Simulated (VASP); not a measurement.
Wanted: the native input for a VASP 6.6.1 run.

| Item | Value |
| --- | --- |
| Task | single point |
| Functional | PBE |
| Potentials or basis | VASP PAW PBE potentials, release 64 (Si, O) |
| Cutoff | 520 eV |
| k mesh | 5 × 5 × 8 |
| Occupations | fermi-dirac, width 0.1 eV |
| Spin | non-collinear spin, zero start, spin-orbit coupling |
| Starting moments | [[0.0, 0.0, 0.0], [0.0, 0.0, 0.0], [0.0, 0.0, 0.0], [0.0, 0.0, 0.0], [0.0, 0.0, 0.0], [0.0, 0.0, 0.0]] μB |
| Dipole correction | no |
| Further INCAR settings | ALGO = Normal; EDIFF = 1e-06; NBANDS = 48 |

The structure of SiO2 lies in POSCAR:

```
SiO2
1.0
    4.2426340600      0.0000000000      0.0000000000
    0.0000000000      4.2426340600      0.0000000000
    0.0000000000      0.0000000000      2.7077101400
Si O
2 4
Direct
    0.0000000000      0.0000000000      0.0000000000
    0.5000000000      0.5000000000      0.5000000000
    0.3067000000      0.3067000000      0.0000000000
    0.1933000000      0.8067000000      0.5000000000
    0.6933000000      0.6933000000      0.0000000000
    0.8067000000      0.1933000000      0.5000000000
```

These files were run (other wordings do the same):

INCAR

```
SYSTEM = SiO2
PREC = Accurate ; ENCUT = 520
EDIFF = 1E-6 ; ISMEAR = -1
SIGMA = 0.1 ; LREAL = .FALSE.
LASPH = .TRUE. ; NELM = 150
ALGO = Normal ; ISIF = 2
LWAVE = .FALSE. ; LCHARG = .FALSE.
LNONCOLLINEAR = .TRUE. ; MAGMOM = 0 0 0 0 0 0 0 0 0 0 0 0 0 0 0 0 0 0
LORBIT = 11 ; LSORBIT = .TRUE.
GGA_COMPAT = .FALSE. ; LORBMOM = .TRUE.
GGA = PE ; NBANDS = 48
```

KPOINTS

```
Automatic mesh
0
G
  5 5 8
  0 0 0
```

Potentials or basis: VASP PAW PBE potentials, release 64 (Si, O).

Run with:

```bash
$ cat potpaw_PBE.64/Si/POTCAR potpaw_PBE.64/O/POTCAR > POTCAR
$ mpirun -np 1 vasp_ncl > vasp.out
```

It gave:

- Pressure: -3.0 GPa
- Largest force: 0.063 eV/Å
- Net moment: 0.00 μB per cell
- Valence electrons inside the program's atomic spheres: Si 1.42; O 5.21

Caveat: the cell stands under tension.

It took 2.2 min on 1 thread of Intel Xeon 8259CL, with other jobs on the host, peak memory 0.28 GiB.
